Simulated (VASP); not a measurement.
# BN (P6_3/mmc) in VASP: further runs, part 2 of 2

VASP 6.6.1.

### Step 3. Single point, PBEsol

File INCAR:

```
SYSTEM = BN
PREC = Accurate
ENCUT = 520
EDIFF = 1E-6
ISMEAR = -1
SIGMA = 0.1
LREAL = .FALSE.
LASPH = .TRUE.
NELM = 60
ALGO = Normal
ISIF = 2
LWAVE = .FALSE.
LCHARG = .FALSE.
GGA = PS
NBANDS = 16
```

File KPOINTS:

```
regular mesh
0
G
  16 16 6
  0 0 0
```

File POSCAR:

```
BN
1.0
    2.5043523681      0.0000000000      0.0000000000
   -1.2521761841      2.1688327708      0.0000000000
    0.0000000000      0.0000000000      7.0158642315
B N
2 2
Direct
    0.3333333333      0.6666666667      0.2500000000
    0.6666666667      0.3333333333      0.7500000000
    0.3333333333      0.6666666667      0.7500000000
    0.6666666667      0.3333333333      0.2500000000
```

Potentials or basis: VASP PAW PBE potentials, release 64 (B, N).

On the command line:

```sh
$ cat potpaw_PBE.64/B/POTCAR potpaw_PBE.64/N/POTCAR > POTCAR
$ mpirun -np 1 vasp_std > vasp.out
```

OUTCAR:

```text
SYSTEM = BN
   PREC = Accurate
   ENCUT = 520
   EDIFF = 1E-6
   ISMEAR = -1
   LREAL = .FALSE.
   LASPH = .TRUE.
   NELM = 60
   ISIF = 2
   GGA = PS

 ion  position               nearest neighbor table
   1  0.333  0.667  0.250-   4 1.45   4 1.45   4 1.45
   2  0.667  0.333  0.750-   3 1.45   3 1.45   3 1.45
   3  0.333  0.667  0.750-   2 1.45   2 1.45   2 1.45
   4  0.667  0.333  0.250-   1 1.45   1 1.45   1 1.45

  LATTYP: Found a hexagonal cell.
 ALAT       =     2.5043523681
 C/A-ratio  =     2.8014684838

  Lattice vectors:

 A1 = (   2.5043523681,   0.0000000000,   0.0000000000)
 A2 = (  -1.2521761841,   2.1688327708,   0.0000000000)
 A3 = (   0.0000000000,   0.0000000000,   7.0158642315)

Analysis of symmetry for initial positions (statically):
=====================================================================
 Subroutine PRICEL returns:
 Original cell was already a primitive cell.

 Routine SETGRP: Setting up the symmetry group for a
 hexagonal supercell.

 Subroutine GETGRP returns: Found 24 space group operations
 (whereof 12 operations were pure point group operations)
 out of a pool of 24 trial point group operations.

The static configuration has the point symmetry D_3d.
 The point group associated with its full space group is D_6h.

Analysis of symmetry for dynamics (positions and initial velocities):
=====================================================================
 Subroutine PRICEL returns:
 Original cell was already a primitive cell.

 Routine SETGRP: Setting up the symmetry group for a
 hexagonal supercell.

 Subroutine GETGRP returns: Found 24 space group operations
 (whereof 12 operations were pure point group operations)
 out of a pool of 24 trial point group operations.

The dynamic configuration has the point symmetry D_3d.
[... 116 lines left out ...]
   NUPDOWN=      -1.0000    fix difference up-down
   EMIN   =  10.00;   EMAX   =-10.00  energy-range for DOS
   EFERMI =   0.00;   METHOD = LEGACY
   ISMEAR =    -1;   SIGMA  =   0.10  broadening in eV -4-tet -1-fermi 0-gaus
   EFERMI_NEDOS =   21; number of points for ismear=-14 and -15
   IALGO  =     38    algorithm
   IMIX   =      4    mixing-type and parameters
     AMIX     =   0.40;   BMIX     =  1.00
     AMIX_MAG =   1.60;   BMIX_MAG =  1.00
  volume/ion in A,a.u.               =       9.53        64.29
  Fermi-wavevector in a.u.,A,eV,Ry     =   1.225878  2.316574 20.446522  1.502777
  Thomas-Fermi vector in A             =   2.360900
   LORBIT       =      0    0 simple, 1 ext, 2 COOP (PROOUT), +10 PAW based schemes
   GGA     = PS    functional components
   LHFCALC =     F    Hartree Fock is set to
   AEXX    =    0.0000 exact exchange contribution
   IVDW    =     0    specifies the selected vdW correction
   LEPSILON=     F    determine dielectric tensor
   LRPA    =     F    only Hartree local field effects (RPA)
 non-spin polarized calculation
  energy-cutoff  :      520.00
  volume of cell :       38.11
 maximum number of plane-waves:      1058
 NGX is ok and might be reduce to    20
   NGX =  9   NGY =  9   NGZ = 27

 number of electron      15.9999998 magnetization

 Free energy of the ion-electron system (eV)
  ---------------------------------------------------
  ext. energy  EPLUGINS =         0.00000000
  ---------------------------------------------------
  free energy    TOTEN  =       -36.57082509 eV

  energy without entropy =      -36.57082509  energy(sigma->0) =      -36.57082509

 E-fermi :   3.9254     XC(G=0):  -9.9297

 val. band max:        1.7882924854   @ k =   0.3125   0.3125   0.0000
 cond. band min:       6.0186367905   @ k =   0.5000   0.0000   0.0000
 fundamental gap:      4.2303443051
 Fermi energy:         3.9253555894

 k-point     1 :       0.0000    0.0000    0.0000
  band No.  band energies     occupation
      1     -15.9495      2.00000
      2     -15.7522      2.00000
      3      -4.3024      2.00000
      4      -2.6466      2.00000
      5       0.4529      2.00000
      6       0.4529      2.00000
[... 433 lines left out ...]
      3      -5.3035      2.00000
      4      -5.2777      2.00000
      5      -3.3250      2.00000
      6      -3.2867      2.00000
[... 8 lines left out ...]
     15      15.9200      0.00000
     16      17.7788      0.00000

 [... further k-points ...]
[... 5 lines left out ...]
  --------------------------------------------------------------------------------------
  -------------------------------------------------------------------------------------
  Total        0.1161290      0.1161290     -0.0236018     -0.0000000     -0.0000000     -0.0000000
  in kB        4.8825708      4.8825708     -0.9923214     -0.0000000     -0.0000000     -0.0000000
  external PRESSURE =       2.9242734 kB  Pullay stress =       0.0000000 kB

 VOLUME and BASIS-vectors are now :
 -----------------------------------------------------------------------------
  energy-cutoff  :      520.00
  volume of cell :       38.11
      direct lattice vectors                 reciprocal lattice vectors
     2.504352368  0.000000000  0.000000000     0.399304831  0.230538752  0.000000000
    -1.252176184  2.168832771  0.000000000     0.000000000  0.461077504  0.000000000
     0.000000000  0.000000000  7.015864232     0.000000000  0.000000000  0.142534115

 POSITION                                       TOTAL-FORCE (eV/Angst)
 -----------------------------------------------------------------------------------
     -0.00000      1.44589      1.75397         0.000000     -0.000000      0.000000
      1.25218      0.72294      5.26190        -0.000000      0.000000      0.000000
     -0.00000      1.44589      5.26190        -0.000000      0.000000      0.000000
      1.25218      0.72294      1.75397         0.000000     -0.000000      0.000000
 -----------------------------------------------------------------------------------
    total drift:                               -0.000000      0.000000      0.000000

  FREE ENERGIE OF THE ION-ELECTRON SYSTEM (eV)
  ---------------------------------------------------
  free  energy   TOTEN  =       -36.5708250935 eV

  energy  without entropy=      -36.5708250933  energy(sigma->0) =      -36.57082509
```

OSZICAR:

```text
N       E                     dE             d eps       ncg     rms          rms(c)
DAV:   1     0.507286817291E+02    0.50729E+02   -0.79242E+03  3840   0.919E+02
DAV:   2    -0.365081692079E+02   -0.87237E+02   -0.78128E+02  5392   0.217E+02
DAV:   3    -0.400428781167E+02   -0.35347E+01   -0.35184E+01  4952   0.440E+01
DAV:   4    -0.400671712831E+02   -0.24293E-01   -0.24288E-01  4848   0.405E+00
DAV:   5    -0.400674190888E+02   -0.24781E-03   -0.24780E-03  4864   0.392E-01    0.110E+01
DAV:   6    -0.369627461605E+02    0.31047E+01   -0.49755E+00  5000   0.168E+01    0.504E+00
DAV:   7    -0.366614039930E+02    0.30134E+00   -0.53368E-01  5216   0.523E+00    0.310E+00
DAV:   8    -0.365742463430E+02    0.87158E-01   -0.23215E-01  4992   0.319E+00    0.472E-01
DAV:   9    -0.365698190384E+02    0.44273E-02   -0.15099E-02  4296   0.973E-01    0.182E-01
DAV:  10    -0.365706961480E+02   -0.87711E-03   -0.11553E-03  4552   0.258E-01    0.310E-02
DAV:  11    -0.365708127082E+02   -0.11656E-03   -0.80531E-05  4616   0.670E-02    0.222E-02
DAV:  12    -0.365708249657E+02   -0.12258E-04   -0.25909E-05  4360   0.328E-02    0.207E-03
DAV:  13    -0.365708250935E+02   -0.12774E-06   -0.55129E-07  4208   0.587E-03
   1 F= -.36570825E+02 E0= -.36570825E+02  d E =-.149067E-09
```

stdout:

```text
POSCAR found type information on POSCAR B N
 POSCAR found :  2 types and       4 ions
 scaLAPACK will be used
 -----------------------------------------------------------------------------
|                                                                             |
|                                                                             |
|     You enforced a specific xc type in the INCAR file but a different       |
|     I HOPE YOU KNOW WHAT YOU ARE DOING!                                     |
|                                                                             |
 -----------------------------------------------------------------------------

 LDA part: xc-table for (Slater+PW92), standard interpolation
 POSCAR, INCAR and KPOINTS ok, starting setup
 FFT: planning ... GRIDC
 FFT: planning ... GRID_SOFT
 FFT: planning ... GRID
 WAVECAR not read
 entering main loop
```

Run time: 60 s. Hardware: 1 thread of Intel Xeon Platinum 8375C at 2.90GHz (Ice Lake), shared host; peak memory 0.19 GiB.

Results:

* Free energy: -36.5708 eV
* Pressure: 0.3 GPa
* Band gap on the k mesh: 4.23 eV, indirect (least direct gap 4.64 eV)

Stress tensor (GPa, compression positive):
```
 0.49  0.00  0.00
 0.00  0.49  0.00
 0.00  0.00 -0.10
```

Caveat: the PAW data sets were made with another functional, which shifts forces and pressure a little; this functional lacks dispersion, which binds the layers, so the pressure and a relaxed spacing across them are unreliable. A k mesh can miss the band edges.

### Step 4. Relaxation of cell and atoms, PBEsol

This run uses another cell than the first one, of 8.97 Å³/atom, 0.941 times its volume.

File INCAR:

```
ALGO = Normal ; EDIFF = 1E-6
EDIFFG = -0.002 ; ENCUT = 600
GGA = PS ; IBRION = 2
ISIF = 3 ; ISMEAR = -1
LASPH = True ; LCHARG = False
LREAL = False ; LWAVE = False
NELM = 100 ; NSW = 100
PREC = Accurate ; SIGMA = 0.1
```

File KPOINTS:

```
k-points
0
Gamma
  16 16 6
```

File POSCAR:

```
BN
1.0
    2.4982400000      0.0000000000      0.0000000000
   -1.2491200000      2.1635393048      0.0000000000
    0.0000000000      0.0000000000      6.6357000000
B N
2 2
Direct
    0.3333333333      0.6666666667      0.2500000000
    0.6666666667      0.3333333333      0.7500000000
    0.3333333333      0.6666666667      0.7500000000
    0.6666666667      0.3333333333      0.2500000000
```

On the command line:

```sh
$ cat potpaw_PBE.64/B/POTCAR potpaw_PBE.64/N/POTCAR > POTCAR
$ mpirun -np 1 vasp_std > vasp.out
```

It took 4.2 min on 1 thread of Intel Xeon Platinum 8375C at 2.90GHz (Ice Lake), shared host; peak memory 0.19 GiB.

The run converged. Its results:

```
Free energy                            : -36.5745 eV
Relaxed volume                         : 9.38 Å³/atom
Relaxed cell                           : a = 2.505 Å, b = 2.505 Å, c = 6.907 Å, α = 90.00°, β = 90.00°, γ = 120.00°
Space group after relaxing (to 0.05 Å) : P6_3/mmc (No. 194)
Energy gained by relaxing              : 1.2 meV/atom
Ionic steps                            : 11
Pressure after relaxing                : 0.0 GPa
Band gap on the k mesh                 : 4.20 eV, indirect (least direct gap 4.63 eV)
```

Step by step:
| step | energy change (eV) | largest force (eV/Å) | pressure (GPa) | volume (Å³) |
| --- | --- | --- | --- | --- |
| 1 | 0.0000 | 0.0000 | 2.29 | 35.87 |
| 2 | 0.0050 | 0.0000 | -3.64 | 36.53 |
| 3 | -0.0020 | 0.0000 | 0.17 | 36.10 |
| 4 | -0.0023 | 0.0000 | 0.14 | 36.15 |
| 5 | -0.0029 | 0.0000 | 0.13 | 36.32 |
| 6 | -0.0038 | 0.0000 | 0.11 | 36.66 |
| 7 | -0.0046 | 0.0000 | 0.09 | 37.34 |
| 8 | -0.0047 | 0.0000 | 0.07 | 37.56 |
| 9 | -0.0047 | 0.0000 | 0.08 | 37.53 |
| 10 | -0.0041 | 0.0000 | -1.03 | 37.68 |
| 11 | -0.0047 | 0.0000 | 0.01 | 37.54 |

Final structure:
```xyz
4
Lattice="2.5052 0.0000 0.0000 -1.2526 2.1695 0.0000 0.0000 0.0000 6.9068" Properties=species:S:1:pos:R:3 pbc="T T T"
B     0.0000    1.4464    1.7267
B     1.2526    0.7232    5.1801
N     0.0000    1.4464    5.1801
N     1.2526    0.7232    1.7267
```

Levels at points of the mesh, in eV from the valence-band top:
| k point | band 5 | band 6 | band 7 | band 8 | band 9 | band 10 | band 11 | band 12 |
| --- | --- | --- | --- | --- | --- | --- | --- | --- |
| (0.00, 0.00, 0.00) | -1.34 | -1.34 | -1.31 | -1.31 | 4.81 | 9.67 | 11.48 | 11.48 |
| (0.50, 0.00, 0.00) | -4.16 | -4.11 | -1.38 | -0.55 | 4.20 | 5.39 | 9.38 | 9.87 |
| (0.00, 0.00, 0.50) | -1.33 | -1.33 | -1.33 | -1.33 | 6.99 | 6.99 | 11.52 | 11.52 |
| (0.50, 0.00, 0.50) | -4.14 | -4.14 | -0.96 | -0.96 | 4.63 | 4.63 | 9.78 | 9.78 |

Caveat: the PAW data sets were made with another functional, which shifts forces and pressure a little; this functional lacks dispersion, which binds the layers, so the pressure and a relaxed spacing across them are unreliable.

### Step 5. The runs side by side

| task | cell | k mesh | cutoff (eV) | smearing | gap on the mesh (eV) | pressure (GPa) |
| --- | --- | --- | --- | --- | --- | --- |
| single point | a = 2.504, b = 2.504, c = 7.016 Å, angles 90.0, 90.0, 120.0°, 4 atoms | 10 × 10 × 4 | 520 | gaussian 0.01 eV | 4.26 | 0.3 |
| single point | a = 2.504, b = 2.504, c = 7.016 Å, angles 90.0, 90.0, 120.0°, 4 atoms | 16 × 16 × 6 | 520 | fermi-dirac 0.1 eV | 4.23 | 0.3 |
| relaxation of cell and atoms | relaxed from a = 2.498, b = 2.498, c = 6.636 Å, angles 90.0, 90.0, 120.0°, 4 atoms | 16 × 16 × 6 | 600 | fermi-dirac 0.1 eV | 4.20 | 0.0 |

Alike in all rows: level PBEsol; potentials or basis VASP PAW PBE potentials, release 64 (B, N); no spin polarisation.

Caveats: the PAW data sets were made with another functional, which shifts forces and pressure a little; this functional lacks dispersion, which binds the layers, so the pressure and a relaxed spacing across them are unreliable.

Total energies depend on the potentials used, so only differences within one code and one set of settings carry meaning.
